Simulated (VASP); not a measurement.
A run of VASP 6.6.1 is set up as follows.

INCAR

```
SYSTEM = Ti3Al
  ALGO = Normal
  EDIFF = 1E-6
  ENCUT = 400
  GGA = PS
  GGA_COMPAT = .False.
  ISIF = 2
  ISMEAR = 1
  LASPH = .True.
  LCHARG = .True.
  LELF = .True.
  LREAL = .False.
  LVHAR = .True.
  LWAVE = .False.
  NBANDS = 49
  NELM = 120
  PREC = Accurate
  SIGMA = 0.15
```

Contents of KPOINTS:

```
k-points
0
Gamma
  3 3 1
  0 0 0
```

The input POSCAR:

```
Ti3Al
1.0
    2.9275420000      0.0000000000      0.0000000000
   -2.9275420000      5.0706514853      0.0000000000
    0.0000000000      0.0000000000      9.2263620000
Ti Al
6 2
Direct
    0.6044584744      0.1406407051      0.0051466656
    0.3850860172      0.3410299456      0.7537159283
    0.3362368510      0.3227658230      0.2404217394
    0.6409308808      0.6574232147      0.0082319553
    0.3533963988      0.8444609164      0.7433026148
    0.3648952778      0.8460364536      0.2512876690
    0.6217434541      0.1721768894      0.5011370679
    0.6790585085      0.6865429443      0.4951260313
```

Potentials or basis: VASP PAW PBE potentials, release 64 (Ti_sv, Al).

Command:

```sh
$ cat potpaw_PBE.64/Ti_sv/POTCAR potpaw_PBE.64/Al/POTCAR > POTCAR
$ mpirun -np 1 vasp_std > vasp.out
```

Question: What does it give for the pressure?

Answer: -3.8 GPa.

Question: Estimate the band gap on the k mesh.

Answer: Zero (bands 39 and 40 overlap by 0.94 eV).

Question: What does it give for the largest force?

Answer: 0.750 eV/Å.

Forces on the atoms (eV/Å):
```
Ti   0.360  0.177 -0.551
Ti  -0.588  0.042  0.032
Ti  -0.252  0.251  0.661
Ti  -0.088 -0.180 -0.420
Ti   0.173  0.039  0.469
Ti  -0.159 -0.129 -0.166
Al   0.485  0.070 -0.224
Al   0.069 -0.269  0.199
```

Caveat: the k points lie up to 0.72 Å⁻¹ apart, too coarse for converged energies and pressures of a metal; the PAW data sets were made with another functional, which shifts forces and pressure a little.
